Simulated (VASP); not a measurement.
# Hg: single point with LDA

Hg:

```
CELL_PARAMETERS angstrom
-1.64407 1.64407 1.64407
1.64407 -1.64407 1.64407
1.64407 1.64407 -1.64407
ATOMIC_POSITIONS crystal
Hg 0.00000 0.00000 0.00000
```

- Program: VASP 6.6.1
- Task: single point
- Functional: LDA
- Potentials or basis: VASP PAW LDA potentials, release 64 (Hg)
- Cutoff: 520 eV
- k mesh: 16 × 16 × 16
- Occupations: fermi-dirac, width 0.05 eV
- Spin: no spin polarisation

The pressure is 28.3 GPa and the band gap on the k mesh is zero (bands 6 and 7 overlap by 4.23 eV).

Levels at points of the mesh, in eV from the Fermi level:
| k point | band 4 | band 5 | band 6 | band 7 | band 8 | band 9 |
| --- | --- | --- | --- | --- | --- | --- |
| (0.00, 0.00, 0.00) | -8.64 | -7.10 | -7.10 | 15.62 | 15.62 | 15.62 |
| (0.50, 0.00, 0.00) | -6.98 | -5.92 | -3.06 | -0.59 | 10.56 | 10.97 |
| (0.50, 0.50, 0.50) | -6.21 | -6.21 | 3.62 | 3.62 | 3.62 | 5.56 |

It took 28 s on 1 thread of Intel(R) Xeon(R) Platinum 8259CL CPU @ 2.50GHz (Skylake/Cascade Lake), with other jobs on the host, peak memory 0.15 GiB.

Caveat: the cell stands under pressure; spin-orbit coupling is left out, which moves the levels of the heavy elements.
